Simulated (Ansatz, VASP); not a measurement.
One calculation of CdF2, two programs

Contents of POSCAR:

```
CdF2
1.0
    2.6940000000      2.6940000000      0.0000000000
   -2.6940000000      2.6940000000      0.0000000000
    0.0000000000      2.6940000000      2.6940000000
Cd F
1 2
Direct
    0.0000000000      0.0000000000      0.0000000000
    0.2500000000      0.7500000000      0.5000000000
    0.7500000000      0.2500000000      0.5000000000
```

Contents of INCAR.step1:

```
PREC = Accurate
ENCUT = 520
ISMEAR = 0
SIGMA = 0.01
LREAL = False
LASPH = True
NELM = 60
NBANDS = 20
GGA = PE
ALGO = Normal
EDIFF = 1E-4
LWAVE = True
LCHARG = False
```

The input INCAR.step2:

```
PREC = Accurate
ENCUT = 520
EDIFF = 1E-7
ISMEAR = 0
SIGMA = 0.01
LREAL = False
LASPH = True
NELM = 60
ALGO = Normal
ISIF = 2
LWAVE = False
LCHARG = True
METAGGA = R2SCAN
LMIXTAU = True
LELF = True
LVHAR = True
NBANDS = 20
ISTART = 1
```

The input KPOINTS:

```
regular mesh
0
Gamma
  8 8 8
```

Input for Ansatz:

```yaml
crystal:
  lattice:
    - [2.694, 2.694, 0.0]
    - [-2.694, 2.694, 0.0]
    - [0.0, 2.694, 2.694]
  atoms:
    - { symbol: Cd, position: [0.0, 0.0, 0.0] }
    - { symbol: F, position: [0.25, 0.75, 0.5] }
    - { symbol: F, position: [0.75, 0.25, 0.5] }
kpoints:
  mp_grid: { grid: [8, 8, 8] }
scf:
  occupations: { method: fixed }
  convergence: { dr2_threshold: 1.0e-10 }
hamiltonian:
  xc: r2scan
  pseudopotentials: { kind: paw }
output:
  forces: true
  stress: true
  eigenstates:
    kpoints:
      - [0.0, 0.0, 0.0]
      - [-0.75, 0.25, -0.25]
      - [-0.75, -0.25, -0.5]
      - [-0.5, -0.5, -0.75]
      - [-0.5, -0.5, -0.5]
      - [-0.5, 0.5, 0.0]
      - [0.0, 0.0, -0.5]
      - [0.0, -0.5, -0.5]
      - [0.0, 0.5, 0.0]
      - [-0.5, 0.0, 0.0]
      - [-0.5, 0.0, -0.5]
  eigenvalues: true
```

Change from the starting cell: unstrained.

Alike in both runs: task single point; functional r2SCAN; k mesh 8 × 8 × 8; no spin polarisation.

```csv
,VASP,Ansatz
version,VASP 6.6.1,Ansatz 0.2.0
potentials or method,"VASP PAW PBE potentials, release 64 (Cd, F)","PAW with Ansatz's default frozen-core files, scalar-relativistic"
plane-wave cutoff (eV),520,500
occupations,"gaussian, width 0.01 eV",fixed
valence electrons in the cell,26,34
```

Ansatz gave:

```
gap on the k mesh at the Fermi level (eV) : 3.79
pressure (GPa)                            : 0.0
```

**Question.** Which values does VASP return?

**Answer.** gap on the k mesh at the Fermi level (eV): 3.75; pressure (GPa): 1.0.

VASP's potentials were made for PBE, not for r2SCAN. VASP's potentials hold 26 valence electrons a cell and Ansatz's 34, so a difference there can come from the potentials and not from the codes.
